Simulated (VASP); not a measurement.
Crystal: FeGe.

```
Ge Fe
1.0
     4.99760    0.00000    0.00000
    -2.49880    4.32805    0.00000
     0.00000    0.00000    4.11576
Ge Fe
3 3
Direct
  0.66667 0.33333 0.50000
  0.33333 0.66667 0.50000
  0.00000 0.00000 0.00000
  0.00000 0.50000 0.00000
  0.50000 0.50000 0.00000
  0.50000 0.00000 0.00000
```

| Property | Result |
| --- | --- |
| Program | VASP 6.6.1 |
| Task | relaxation of cell and atoms |
| Functional | LDA |
| Potentials or basis | VASP PAW LDA potentials, release 64 (Ge_d, Fe) |
| Cutoff | 600 eV |
| k mesh | 6 × 6 × 7 |
| Occupations | fermi-dirac, width 0.05 eV |
| Spin | collinear spin, ferromagnetic start |
| Starting moments | [0.0, 0.0, 0.0, 3.0, 3.0, 3.0] μB |

At the start: pressure -14.6 GPa; volume 14.84 Å³/atom.

Task: How do energy, volume and symmetry change on relaxing?

Result: Over 9 steps the energy falls by 76.9 meV/atom and the volume is 13.36 Å³/atom (-10.0 %); space group P6/mmm (No. 191, to 0.1 Å) before and after; moment 3.15 μB per cell.

Step by step:
```csv
step,energy change (eV),largest force (eV/Å),pressure (GPa),volume (Å³)
1,0.0000,0.0000,-14.63,89.02
2,0.0790,0.0000,24.05,72.69
3,-0.4364,0.0000,-0.21,80.53
4,-0.4366,0.0000,0.13,80.36
5,-0.4592,0.0000,0.14,80.13
6,-0.4611,0.0000,0.26,80.04
7,-0.4611,0.0000,0.24,80.05
8,-0.4611,0.0000,-0.28,80.27
9,-0.4612,0.0000,-0.02,80.15
```

Final structure:
```
Ge Fe
1.0
     4.87419    0.00000    0.00000
    -2.43709    4.22117    0.00000
     0.00000    0.00000    3.89538
Ge Fe
3 3
Cartesian
  2.4371 1.4071 1.9477
  0.0000 2.8141 1.9477
  0.0000 0.0000 0.0000
  -1.2185 2.1106 0.0000
  1.2185 2.1106 0.0000
  2.4371 0.0000 0.0000
```
